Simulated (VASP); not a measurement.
# TaTlH4 (P4/mmm) in VASP: further runs, part 2 of 2

VASP 6.6.1. The steps go on from the part before.

## Step 4: Single point, PBE

This run uses another cell than the first one, of 11.31 Å³/atom, 1.003 times its volume.

INCAR reads:

```
ALGO = Normal
EDIFF = 1E-7
ENCUT = 520
GGA = PE
ISIF = 2
ISMEAR = 0
LASPH = True
LCHARG = False
LREAL = False
LWAVE = False
NBANDS = 23
NELM = 100
PREC = Accurate
SIGMA = 0.1
```

KPOINTS reads:

```
k-points
0
Gamma
  6 6 4
```

POSCAR reads:

```
TaTlH4
1.0
    3.0914225634      0.0000000000      0.0000000000
    0.0000000000      3.0914225634      0.0000000000
    0.0000000000      0.0000000000      7.0978150778
Ta Tl H
1 1 4
Direct
    0.5000000000      0.5000000000      0.5000000000
    0.0000000000      0.0000000000      0.0000000000
    0.5000000000      0.0000000000      0.3349218881
    0.0000000000      0.5000000000      0.6650781119
    0.5000000000      0.0000000000      0.6650781119
    0.0000000000      0.5000000000      0.3349218881
```

Potentials or basis: VASP PAW PBE potentials, release 64 (Ta_pv, Tl_d, H).

Started as:

```sh
cat potpaw_PBE.64/Ta_pv/POTCAR potpaw_PBE.64/Tl_d/POTCAR potpaw_PBE.64/H/POTCAR > POTCAR
mpirun -np 1 vasp_std > vasp.out
```

OUTCAR:

```text
EDIFF = 1E-7
   ENCUT = 520
   GGA = PE
   ISIF = 2
   ISMEAR = 0
   LASPH = True
   LREAL = False
   NELM = 100
   PREC = Accurate

 ion  position               nearest neighbor table
   1  0.500  0.500  0.500-   3 1.94   4 1.94   5 1.94   6 1.94   3 1.94   5 1.94   4 1.94   6 1.94

   2  0.000  0.000  0.000-
   3  0.500  0.000  0.335-   1 1.94   1 1.94
   4  0.000  0.500  0.665-   1 1.94   1 1.94
[... 827 lines left out ...]
 [... further k-points ...]
[... 5 lines left out ...]
  --------------------------------------------------------------------------------------
  -------------------------------------------------------------------------------------
  Total       -0.0346564     -0.0346564     -0.1263495      0.0000000      0.0000000      0.0000000
  in kB       -0.8185635     -0.8185635     -2.9843018      0.0000000      0.0000000      0.0000000
  external PRESSURE =      -1.5404762 kB  Pullay stress =       0.0000000 kB

 VOLUME and BASIS-vectors are now :
 -----------------------------------------------------------------------------
  energy-cutoff  :      520.00
  volume of cell :       67.83
      direct lattice vectors                 reciprocal lattice vectors
     3.091422563  0.000000000  0.000000000     0.323475675  0.000000000  0.000000000
     0.000000000  3.091422563  0.000000000     0.000000000  0.323475675  0.000000000
     0.000000000  0.000000000  7.097815078     0.000000000  0.000000000  0.140888427

 POSITION                                       TOTAL-FORCE (eV/Angst)
 -----------------------------------------------------------------------------------
      1.54571      1.54571      3.54891         0.000000      0.000000      0.000000
      0.00000      0.00000      0.00000         0.000000      0.000000      0.000000
      1.54571      0.00000      2.37721        -0.000000     -0.000000     -0.004705
      0.00000      1.54571      4.72060         0.000000      0.000000      0.004705
      1.54571      0.00000      4.72060         0.000000      0.000000      0.004705
      0.00000      1.54571      2.37721        -0.000000      0.000000     -0.004705
 -----------------------------------------------------------------------------------
    total drift:                                0.000000      0.000000      0.000000

  FREE ENERGIE OF THE ION-ELECTRON SYSTEM (eV)
  ---------------------------------------------------
  free  energy   TOTEN  =       -27.0781524802 eV

  energy  without entropy=      -27.0680501713  energy(sigma->0) =      -27.07310133
```

Wall time 42 s (1 thread of Intel Xeon Platinum 8259CL at 2.50GHz (Skylake/Cascade Lake), shared host); peak memory 0.2 GiB.

Results:

```yaml
Free_energy: -27.0782 eV
Pressure: -0.2 GPa
Largest_force: 0.005 eV/Å
Band_gap_on_the_k_mesh: zero (band 14 reaches 5.61 eV, above the bottom of band 15 at 3.83 eV)
```

Forces in eV/Å, atoms in the order of the input:
```
Ta   0.000  0.000  0.000
Tl   0.000  0.000  0.000
H    0.000  0.000 -0.005
H    0.000  0.000  0.005
H    0.000  0.000  0.005
H    0.000  0.000 -0.005
```

Caveat: spin-orbit coupling is left out, which moves the levels of the heavy elements.

## Step 5: Relaxation of cell and atoms, PBE

This run uses another cell than the first one, of 11.55 Å³/atom, 1.025 times its volume.

INCAR reads:

```
PREC = Accurate
ENCUT = 600
EDIFF = 1E-6
ISMEAR = 0
SIGMA = 0.1
LREAL = F
LASPH = T
NELM = 100
ALGO = Normal
ISIF = 3
LWAVE = F
LCHARG = F
GGA = PE
IBRION = 2
NSW = 90
EDIFFG = -0.04
```

KPOINTS reads:

```
regular mesh
0
Gamma
  6 6 4
```

POSCAR reads:

```
TaTlH4
1.0
    3.1073497262      0.0000000000      0.0000000000
    0.0000000000      3.1073497262      0.0000000000
    0.0000000000      0.0000000000      7.1761217108
Ta Tl H
1 1 4
Direct
    0.5000000000      0.5000000000      0.5000000000
    0.0000000000      0.0000000000      0.0000000000
    0.5000000000      0.0000000000      0.3396279206
    0.0000000000      0.5000000000      0.6603720794
    0.5000000000      0.0000000000      0.6603720794
    0.0000000000      0.5000000000      0.3396279206
```

Started as:

```sh
cat potpaw_PBE.64/Ta_pv/POTCAR potpaw_PBE.64/Tl_d/POTCAR potpaw_PBE.64/H/POTCAR > POTCAR
mpirun -np 1 vasp_std > vasp.out
```

It took 2.4 min on 1 thread of Intel Xeon Platinum 8259CL at 2.50GHz (Skylake/Cascade Lake), shared host; peak memory 0.25 GiB.

It converged, with:

```yaml
Free_energy: -27.0793 eV
Relaxed_volume: 11.35 Å³/atom
Relaxed_cell: a = 3.086 Å, b = 3.086 Å, c = 7.150 Å, α = 90.00°, β = 90.00°, γ = 90.00°
Space_group_after_relaxing_to_0.05_Å: P4/mmm (No. 123)
Energy_gained_by_relaxing: 1.1 meV/atom
Ionic_steps: 5
Pressure_after_relaxing: 0.2 GPa
Largest_force_after_relaxing: 0.034 eV/Å
Band_gap_on_the_k_mesh: zero (band 14 reaches 5.61 eV, above the bottom of band 15 at 3.79 eV)
```

Forces on the atoms (eV/Å):
```
Ta   0.000  0.000  0.000
Tl   0.000  0.000  0.000
H    0.000  0.000 -0.034
H    0.000  0.000  0.034
H    0.000  0.000  0.034
H    0.000  0.000 -0.034
```

Stress tensor (GPa, compression positive):
```
 0.41  0.00  0.00
 0.00  0.41  0.00
 0.00  0.00 -0.30
```

The path:
| step | energy change (eV) | largest force (eV/Å) | pressure (GPa) | volume (Å³) |
| --- | --- | --- | --- | --- |
| 1 | 0.0000 | 0.0869 | -0.42 | 69.29 |
| 2 | -0.0021 | 0.0823 | -0.21 | 68.98 |
| 3 | -0.0047 | 0.0715 | 0.30 | 68.31 |
| 4 | -0.0049 | 0.0677 | 0.49 | 68.06 |
| 5 | -0.0063 | 0.0338 | 0.17 | 68.09 |

Final structure:
```yaml
crystal:
  lattice:
    - [3.08600, 0.00000, 0.00000]
    - [0.00000, 3.08600, 0.00000]
    - [0.00000, 0.00000, 7.14974]
  atoms:
    - { symbol: Ta, position: [0.50000, 0.50000, 0.50000] }
    - { symbol: Tl, position: [0.00000, 0.00000, 0.00000] }
    - { symbol: H, position: [0.50000, 0.00000, 0.33643] }
    - { symbol: H, position: [0.00000, 0.50000, 0.66357] }
    - { symbol: H, position: [0.50000, 0.00000, 0.66357] }
    - { symbol: H, position: [0.00000, 0.50000, 0.33643] }
```

Levels at points of the mesh, in eV from the Fermi level:
```tsv
k point	band 12	band 13	band 14	band 15	band 16	band 17
(0.00, 0.00, 0.00)	-4.57	-0.65	1.66	1.97	1.97	2.57
(0.50, 0.00, 0.00)	-2.88	-2.21	-2.18	0.71	1.66	2.42
(0.50, 0.50, 0.00)	-2.80	-2.64	-1.42	0.78	1.27	1.27
(0.00, 0.00, 0.50)	-3.85	-1.93	1.69	1.95	1.95	2.58
(0.50, 0.00, 0.50)	-3.92	-3.49	-0.24	-0.12	1.66	2.43
(0.50, 0.50, 0.50)	-2.47	-2.42	-1.82	0.81	0.93	0.93
```

Caveat: spin-orbit coupling is left out, which moves the levels of the heavy elements.

## Step 6: Summary

```csv
task,cell,k mesh,cutoff (eV),gap on the mesh (eV),pressure (GPa),relaxed volume (Å³/atom),largest force (eV/Å)
single point,"a = 3.099, b = 3.099, c = 7.041 Å, 6 atoms",12 × 12 × 6,520,none,-0.1,-,0.01
relaxation of cell and atoms,"relaxed from a = 3.091, b = 3.091, c = 7.098 Å, 6 atoms",12 × 12 × 6,600,none,0.0,11.29,0.01
single point,"a = 3.091, b = 3.091, c = 7.098 Å, 6 atoms",6 × 6 × 4,520,none,-0.2,-,-
relaxation of cell and atoms,"relaxed from a = 3.107, b = 3.107, c = 7.176 Å, 6 atoms",6 × 6 × 4,600,none,0.2,11.35,0.03
```

Alike in all rows: level PBE; potentials or basis VASP PAW PBE potentials, release 64 (Ta_pv, Tl_d, H); no spin polarisation; smearing gaussian 0.1 eV.

Caveats: spin-orbit coupling is left out, which moves the levels of the heavy elements.

Total energies depend on the potentials used, so only differences within one code and one set of settings carry meaning.
